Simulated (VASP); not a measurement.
# CaO (Fm-3m) in VASP: a series of runs

CaO is run at these levels: PBEsol; tasks: relaxation of cell and atoms.

All numbers are computed with VASP 6.6.1; they aren't measurements. Logs are shortened: lines on timing, memory, paths and dates and some standing lists are left out, and cuts for length are marked.

### 1 The cell of the first run

It takes space group Fm-3m (No. 225, cubic). The conventional cell has a = 4.767 Å, b = 4.767 Å, c = 4.767 Å, α = 90.00°, β = 90.00°, γ = 90.00°. Within 3.1 Å of Ca (site symmetry m-3m) lie 6 O at 2.38 Å. O (site symmetry m-3m) has 6 Ca at 2.38 Å within 3.1 Å.

### 2 Relaxation of cell and atoms, PBEsol, target pressure 4 GPa, at which the enthalpy is minimised

INCAR

```
SYSTEM = CaO
  PREC = Accurate
  ENCUT = 600
  EDIFF = 1E-6
  ISMEAR = 0
  SIGMA = 0.01
  LREAL = .False.
  LASPH = .True.
  NELM = 80
  ALGO = Normal
  ISIF = 3
  LWAVE = .False.
  LCHARG = .False.
  GGA = PS
  IBRION = 2
  NSW = 100
  EDIFFG = -0.002
  PSTRESS = 40.0
```

KPOINTS

```
Automatic mesh
0
Gamma
  8 8 8
  0 0 0
```

POSCAR

```
CaO
1.0
    2.3835762605      2.3835762605      0.0000000000
   -2.3835762605      2.3835762605      0.0000000000
    0.0000000000      2.3835762605      2.3835762605
Ca O
1 1
Direct
    0.0000000000      0.0000000000      0.0000000000
    0.5000000000      0.5000000000      0.0000000000
```

Potentials or basis: VASP PAW PBE potentials, release 64 (Ca_sv, O).

Command:

```console
$ cat potpaw_PBE.64/Ca_sv/POTCAR potpaw_PBE.64/O/POTCAR > POTCAR
$ mpirun -np 1 vasp_std > vasp.out
```

OUTCAR:

```text
SYSTEM = CaO
   PREC = Accurate
   ENCUT = 600
   EDIFF = 1E-6
   ISMEAR = 0
   LREAL = .False.
   LASPH = .True.
   NELM = 80
   ISIF = 3
   GGA = PS
   IBRION = 2
   NSW = 100
   EDIFFG = -0.002
   PSTRESS = 40.0

 ion  position               nearest neighbor table
   1  0.000  0.000  0.000-   2 2.38   2 2.38   2 2.38   2 2.38   2 2.38   2 2.38
   2  0.500  0.500  0.000-   1 2.38   1 2.38   1 2.38   1 2.38   1 2.38   1 2.38

  LATTYP: Found a face centered cubic cell.
 ALAT       =     4.7671525210

  Lattice vectors:

 A1 = (   0.0000000000,   2.3835762605,   2.3835762605)
 A2 = (   2.3835762605,   0.0000000000,   2.3835762605)
 A3 = (   2.3835762605,   2.3835762605,   0.0000000000)

Analysis of symmetry for initial positions (statically):
=====================================================================
 Subroutine PRICEL returns:
 Original cell was already a primitive cell.

 Routine SETGRP: Setting up the symmetry group for a
 face centered cubic supercell.

 Subroutine GETGRP returns: Found 48 space group operations
 (whereof 48 operations were pure point group operations)
 out of a pool of 48 trial point group operations.

The static configuration has the point symmetry O_h .

Analysis of symmetry for dynamics (positions and initial velocities):
=====================================================================
 Subroutine PRICEL returns:
 Original cell was already a primitive cell.

 Routine SETGRP: Setting up the symmetry group for a
 face centered cubic supercell.

 Subroutine GETGRP returns: Found 48 space group operations
 (whereof 48 operations were pure point group operations)
 out of a pool of 48 trial point group operations.

The dynamic configuration has the point symmetry O_h .

 Subroutine INISYM returns: Found 48 space group operations
 (whereof 48 operations are pure point group operations),
 and found     1 'primitive' translations

----------------------------------------------------------------------------------------

                                     Primitive cell

  volume of cell :      27.0843

  direct lattice vectors                    reciprocal lattice vectors
     2.383576260  2.383576260  0.000000000     0.209768829  0.209768829 -0.209768829
[... 102 lines left out ...]
   EFERMI_NEDOS =   21; number of points for ismear=-14 and -15
   IALGO  =     38    algorithm
   IMIX   =      4    mixing-type and parameters
     AMIX     =   0.40;   BMIX     =  1.00
     AMIX_MAG =   1.60;   BMIX_MAG =  1.00
  volume/ion in A,a.u.               =      13.54        91.39
  Fermi-wavevector in a.u.,A,eV,Ry     =   1.373649  2.595820 25.672991  1.886912
  Thomas-Fermi vector in A             =   2.499147
   LORBIT       =      0    0 simple, 1 ext, 2 COOP (PROOUT), +10 PAW based schemes
   GGA     = PS    functional components
   LHFCALC =     F    Hartree Fock is set to
   AEXX    =    0.0000 exact exchange contribution
   IVDW    =     0    specifies the selected vdW correction
   LEPSILON=     F    determine dielectric tensor
   LRPA    =     F    only Hartree local field effects (RPA)
 conjugate gradient relaxation of ions
 non-spin polarized calculation
 Gauss-broadening in eV      SIGMA  =   0.01
  energy-cutoff  :      600.00
  volume of cell :       27.08
 maximum number of plane-waves:       934
   NGX = 13   NGY = 13   NGZ = 13

--------------------------------------- Ionic step        1  -------------------------------------------

 number of electron      15.9999997 magnetization

 Free energy of the ion-electron system (eV)
  ---------------------------------------------------
  ext. energy  EPLUGINS =         0.00000000
  ---------------------------------------------------
  free energy    TOTEN  =       -13.41322771 eV

  energy without entropy =      -13.41322771  energy(sigma->0) =      -13.41322771

------------------------ aborting loop because EDIFF is reached ----------------------------------------

  FORCE on cell =-STRESS in cart. coord.  units (eV):
  Direction    XX          YY          ZZ          XY          YZ          ZX
  --------------------------------------------------------------------------------------
  -------------------------------------------------------------------------------------
  Total        0.0969713      0.0969713      0.0969713      0.0000000      0.0000000     -0.0000000
  in kB        5.7363622      5.7363622      5.7363622      0.0000000      0.0000000     -0.0000000
  external PRESSURE =     -34.2636378 kB  Pullay stress =      40.0000000 kB
[... 63 lines left out ...]
--------------------------------------- Ionic step        3  -------------------------------------------

 number of electron      15.9999998 magnetization

 Free energy of the ion-electron system (eV)
  ---------------------------------------------------
  ext. energy  EPLUGINS =         0.00000000
  ---------------------------------------------------
  free energy    TOTEN  =       -13.40295827 eV

  energy without entropy =      -13.40295827  energy(sigma->0) =      -13.40295827

 E-fermi :   2.5817     XC(G=0): -10.9976

 val. band max:        2.4967898147   @ k =   0.0000   0.0000   0.0000
 cond. band min:       6.0020473646   @ k =   0.5000   0.5000   0.0000
 fundamental gap:      3.5052575499
 Fermi energy:         2.5817090494

 k-point     1 :       0.0000    0.0000    0.0000
  band No.  band energies     occupation
      1     -34.6837      2.00000
      2     -15.4821      2.00000
      3     -15.4821      2.00000
      4     -15.4821      2.00000
      5     -13.0497      2.00000
      6       2.4968      2.00000
      7       2.4968      2.00000
      8       2.4968      2.00000
      9       7.4919      0.00000
     10       8.8087      0.00000
     11       8.8087      0.00000
     12       8.8087      0.00000
[... 331 lines left out ...]
 k-point    24 :       0.5000    0.2500    0.1250
  band No.  band energies     occupation
      1     -34.5280      2.00000
      2     -16.6160      2.00000
      3     -15.7769      2.00000
      4     -15.6360      2.00000
      5     -11.9246      2.00000
      6       0.3204      2.00000
      7       1.2999      2.00000
      8       1.3498      2.00000
      9       9.4032      0.00000
     10       9.4683      0.00000
     11      11.5881      0.00000
     12      11.8439      0.00000

 [... further k-points ...]

------------------------ aborting loop because EDIFF is reached ----------------------------------------

  FORCE on cell =-STRESS in cart. coord.  units (eV):
  Direction    XX          YY          ZZ          XY          YZ          ZX
  --------------------------------------------------------------------------------------
  -------------------------------------------------------------------------------------
  Total        0.6578453      0.6578453      0.6578453     -0.0000000     -0.0000000      0.0000000
  in kB       39.9989340     39.9989340     39.9989340     -0.0000000     -0.0000000      0.0000000
  external PRESSURE =      -0.0010660 kB  Pullay stress =      40.0000000 kB
[... 21 lines left out ...]
  energy  without entropy=      -13.4029582670  energy(sigma->0) =      -13.40295827

  enthalpy is  TOTEN    =       -12.7450954769 eV   P V=        0.6578627901

 reached required accuracy - stopping structural energy minimisation
```

Run time: 14 s. Hardware: 1 thread of Intel Xeon 6975P-C (Granite Rapids), shared host; peak memory 0.17 GiB.

Results:

* Free energy: -13.4030 eV
* Relaxed volume: 13.18 Å³/atom
* Relaxed cell: a = 3.340 Å, b = 3.340 Å, c = 3.340 Å, α = 60.00°, β = 60.00°, γ = 90.00°
* Space group after relaxing (to 0.1 Å): Fm-3m (No. 225)
* Energy change on relaxing (the run minimises the enthalpy): +5.1 meV/atom
* Ionic steps: 3
* Pressure after relaxing: 4.0 GPa
* Band gap on the k mesh: 3.51 eV (least direct gap 3.87 eV)

Step by step:
```csv
step,energy change (eV),largest force (eV/Å),pressure (GPa),volume (Å³)
1,0.0000,0.0000,0.57,27.08
2,0.0223,0.0000,6.02,25.96
3,0.0103,0.0000,4.00,26.35
```

Final structure:
```yaml
crystal:
  lattice:
    - [2.36185, 2.36185, 0.00000]
    - [-2.36185, 2.36185, 0.00000]
    - [0.00000, 2.36185, 2.36185]
  atoms:
    - { symbol: Ca, position: [0.00000, 0.00000, 0.00000] }
    - { symbol: O, position: [0.50000, 0.50000, 0.00000] }
```

Levels at points of the mesh, in eV from the valence-band top:
```tsv
k point	band 4	band 5	band 6	band 7	band 8	band 9	band 10	band 11	band 12
(0.00, 0.00, 0.00)	-17.98	-15.55	0.00	0.00	0.00	5.00	6.31	6.31	6.31
(0.50, 0.00, 0.00)	-18.04	-14.07	-2.82	-1.33	-1.33	7.26	8.66	8.66	8.73
(0.50, 0.50, 0.00)	-18.26	-15.31	-1.29	-0.36	-0.36	3.51	8.44	9.22	9.95
```

Caveat: the cell is relaxed towards a set pressure, so the run minimises the enthalpy, not the energy; the PAW data sets were made with another functional, which shifts forces and pressure a little. A k mesh can miss the band edges.

### 3 Relaxation of cell and atoms, PBEsol, target pressure 7 GPa, at which the enthalpy is minimised

INCAR

```
PREC = Accurate
ENCUT = 600
EDIFF = 1E-6
ISMEAR = 0
SIGMA = 0.01
LREAL = False
LASPH = True
NELM = 80
ALGO = Normal
ISIF = 3
LWAVE = False
LCHARG = False
GGA = PS
IBRION = 2
NSW = 100
EDIFFG = -0.002
PSTRESS = 70.0
```

KPOINTS

```
Automatic mesh
0
Gamma
  8 8 8
```

POSCAR is that of step 2.

Potentials or basis: VASP PAW PBE potentials, release 64 (Ca_sv, O).

Command:

```console
$ cat potpaw_PBE.64/Ca_sv/POTCAR potpaw_PBE.64/O/POTCAR > POTCAR
$ mpirun -np 1 vasp_std > vasp.out
```

OUTCAR:

```text
PREC = Accurate
   ENCUT = 600
   EDIFF = 1E-6
   ISMEAR = 0
   LREAL = False
   LASPH = True
   NELM = 80
   ISIF = 3
   GGA = PS
   IBRION = 2
   NSW = 100
   EDIFFG = -0.002
   PSTRESS = 70.0

 ion  position               nearest neighbor table
   1  0.000  0.000  0.000-   2 2.38   2 2.38   2 2.38   2 2.38   2 2.38   2 2.38
   2  0.500  0.500  0.000-   1 2.38   1 2.38   1 2.38   1 2.38   1 2.38   1 2.38

  LATTYP: Found a face centered cubic cell.
 ALAT       =     4.7671525210

  Lattice vectors:

 A1 = (   0.0000000000,   2.3835762605,   2.3835762605)
 A2 = (   2.3835762605,   0.0000000000,   2.3835762605)
 A3 = (   2.3835762605,   2.3835762605,   0.0000000000)

Analysis of symmetry for initial positions (statically):
=====================================================================
 Subroutine PRICEL returns:
[... 268 lines left out ...]
      2     -15.2504      2.00000
      3     -15.2504      2.00000
      4     -15.2504      2.00000
      5     -12.9615      2.00000
      6       2.6275      2.00000
      7       2.6275      2.00000
      8       2.6275      2.00000
      9       7.8081      0.00000
     10       8.9855      0.00000
     11       8.9855      0.00000
     12       8.9855      0.00000
[... 331 lines left out ...]
 k-point    24 :       0.5000    0.2500    0.1250
  band No.  band energies     occupation
      1     -34.3017      2.00000
      2     -16.4826      2.00000
      3     -15.5669      2.00000
      4     -15.4154      2.00000
      5     -11.7570      2.00000
      6       0.4162      2.00000
      7       1.4098      2.00000
      8       1.4478      2.00000
      9       9.6162      0.00000
     10       9.6824      0.00000
     11      11.8445      0.00000
     12      12.1444      0.00000

 [... further k-points ...]

------------------------ aborting loop because EDIFF is reached ----------------------------------------

  FORCE on cell =-STRESS in cart. coord.  units (eV):
  Direction    XX          YY          ZZ          XY          YZ          ZX
  --------------------------------------------------------------------------------------
  -------------------------------------------------------------------------------------
  Total        1.1287708      1.1287708      1.1287708     -0.0000000      0.0000000     -0.0000000
  in kB       70.1246607     70.1246607     70.1246607     -0.0000000      0.0000000     -0.0000000
  external PRESSURE =       0.1246607 kB  Pullay stress =      70.0000000 kB
[... 21 lines left out ...]
  energy  without entropy=      -13.3838289228  energy(sigma->0) =      -13.38382892

  enthalpy is  TOTEN    =       -12.2570647101 eV   P V=        1.1267642127

 reached required accuracy - stopping structural energy minimisation
```

CONTCAR:

```text
CaO
   1.00000000000000
     2.3449766927747051    2.3449766927747051   -0.0000000000000000
    -2.3449766927747051    2.3449766927747051    0.0000000000000000
     0.0000000000000000    2.3449766927747051    2.3449766927747051
  Ca              O
     1     1
Direct
     0.0000000000000000    0.0000000000000000    1.0000000000000000
     0.5000000000000000    0.5000000000000000    0.0000000000000000

  0.00000000E+00  0.00000000E+00  0.00000000E+00
  0.00000000E+00  0.00000000E+00  0.00000000E+00
```

It took 15 s on 1 thread of Intel Xeon 6975P-C (Granite Rapids), shared host; peak memory 0.16 GiB.

Results:

* Free energy: -13.3838 eV
* Relaxed volume: 12.89 Å³/atom
* Relaxed cell: a = 3.316 Å, b = 3.316 Å, c = 3.316 Å, α = 60.00°, β = 60.00°, γ = 90.00°
* Space group after relaxing (to 0.1 Å): Fm-3m (No. 225)
* Energy change on relaxing (the run minimises the enthalpy): +14.7 meV/atom
* Ionic steps: 3
* Pressure after relaxing: 7.0 GPa
* Band gap on the k mesh: 3.49 eV (least direct gap 3.85 eV)

Step by step:
```
step  energy change (eV)  largest force (eV/Å)  pressure (GPa)  volume (Å³)
   1              0.0000                0.0000            0.57        27.08
   2              0.0746                0.0000           11.74        25.01
   3              0.0294                0.0000            7.01        25.79
```

Final structure:
```yaml
crystal:
  lattice:
    - [2.34498, 2.34498, 0.00000]
    - [-2.34498, 2.34498, 0.00000]
    - [0.00000, 2.34498, 2.34498]
  atoms:
    - { symbol: Ca, position: [0.00000, 0.00000, 0.00000] }
    - { symbol: O, position: [0.50000, 0.50000, 0.00000] }
```

Levels at points of the mesh, in eV from the valence-band top:
```tsv
k point	band 6	band 7	band 8	band 9	band 10	band 11
(0.00, 0.00, 0.00)	0.00	0.00	0.00	5.18	6.36	6.36
(0.50, 0.00, 0.00)	-2.88	-1.38	-1.38	7.36	8.78	8.78
(0.50, 0.50, 0.00)	-1.27	-0.36	-0.36	3.49	8.61	9.34
```

Caveat: the cell is relaxed towards a set pressure, so the run minimises the enthalpy, not the energy; the PAW data sets were made with another functional, which shifts forces and pressure a little. A k mesh can miss the band edges.

### 4 Relaxation of cell and atoms, PBEsol, target pressure 10 GPa, at which the enthalpy is minimised

INCAR

```
SYSTEM = CaO
PREC = Accurate ; ENCUT = 600
EDIFF = 1E-6 ; ISMEAR = 0
SIGMA = 0.01 ; LREAL = .FALSE.
LASPH = .TRUE. ; NELM = 100
ALGO = Normal ; ISIF = 3
LWAVE = .FALSE. ; LCHARG = .FALSE.
GGA = PS ; IBRION = 2
NSW = 100 ; EDIFFG = -0.002
PSTRESS = 100.0
```

KPOINTS

```
Automatic mesh
0
G
  8 8 8
  0 0 0
```

POSCAR is that of step 3.

Command:

```console
$ cat potpaw_PBE.64/Ca_sv/POTCAR potpaw_PBE.64/O/POTCAR > POTCAR
$ mpirun -np 1 vasp_std > vasp.out
```

Wall time 35 s (1 thread of Intel Xeon 6975P-C (Granite Rapids), shared host); peak memory 0.17 GiB.

The run converged. Its results:

```yaml
Free_energy: -13.3573 eV
Relaxed_volume: 12.64 Å³/atom
Relaxed_cell: a = 3.295 Å, b = 3.295 Å, c = 3.295 Å, α = 60.00°, β = 60.00°, γ = 90.00°
Space_group_after_relaxing_to_0.1_Å: Fm-3m (No. 225)
Energy_change_on_relaxing_the_run_minimises_the_enthalpy: +28.0 meV/atom
Ionic_steps: 14
Pressure_after_relaxing: 10.0 GPa
Band_gap_on_the_k_mesh: 3.47 eV (least direct gap 3.82 eV)
```

Step by step:
```csv
step,energy change (eV),largest force (eV/Å),pressure (GPa),volume (Å³)
1,0.0000,0.0000,0.57,27.08
2,0.1619,0.0000,18.52,24.08
3,0.0557,0.0000,9.94,25.29
4,0.0579,0.0000,10.14,25.26
5,0.0555,0.0000,9.95,25.29
6,0.0559,0.0000,9.97,25.29
7,0.0563,0.0000,9.96,25.28
8,0.0571,0.0000,10.08,25.27
9,0.0566,0.0000,10.04,25.28
10,0.0565,0.0000,10.06,25.28
11,0.0564,0.0000,10.05,25.28
12,0.0563,0.0000,10.03,25.28
13,0.0563,0.0000,10.03,25.28
14,0.0560,0.0000,10.01,25.29
```

Final structure:
```
Ca O
1.0
     2.32962    2.32962    0.00000
    -2.32962    2.32962    0.00000
     0.00000    2.32962    2.32962
Ca O
1 1
Direct
  0.00000 0.00000 0.00000
  0.50000 0.50000 0.00000
```

Levels at points of the mesh, in eV from the valence-band top:
```
           k point  band 6  band 7  band 8  band 9  band 10  band 11
(0.00, 0.00, 0.00)    0.00    0.00    0.00    5.35     6.40     6.40
(0.50, 0.00, 0.00)   -2.93   -1.42   -1.42    7.45     8.88     8.88
(0.50, 0.50, 0.00)   -1.25   -0.35   -0.35    3.47     8.76     9.46
```

Caveat: the cell is relaxed towards a set pressure, so the run minimises the enthalpy, not the energy; the PAW data sets were made with another functional, which shifts forces and pressure a little. A k mesh can miss the band edges.

### 5 Overview

```csv
cell,gap on the mesh (eV),pressure (GPa)
relaxed to 4 GPa,3.51,4.0
relaxed to 7 GPa,3.49,7.0
relaxed to 10 GPa,3.47,10.0
```

Alike in all rows: task relaxation of cell and atoms; level PBEsol; potentials or basis VASP PAW PBE potentials, release 64 (Ca_sv, O); no spin polarisation; k mesh 8 × 8 × 8; cutoff (eV) 600; smearing gaussian 0.01 eV.

Caveats: the cell is relaxed towards a set pressure, so the run minimises the enthalpy, not the energy; the PAW data sets were made with another functional, which shifts forces and pressure a little.

Total energies depend on the potentials used, so only differences within one code and one set of settings carry meaning.
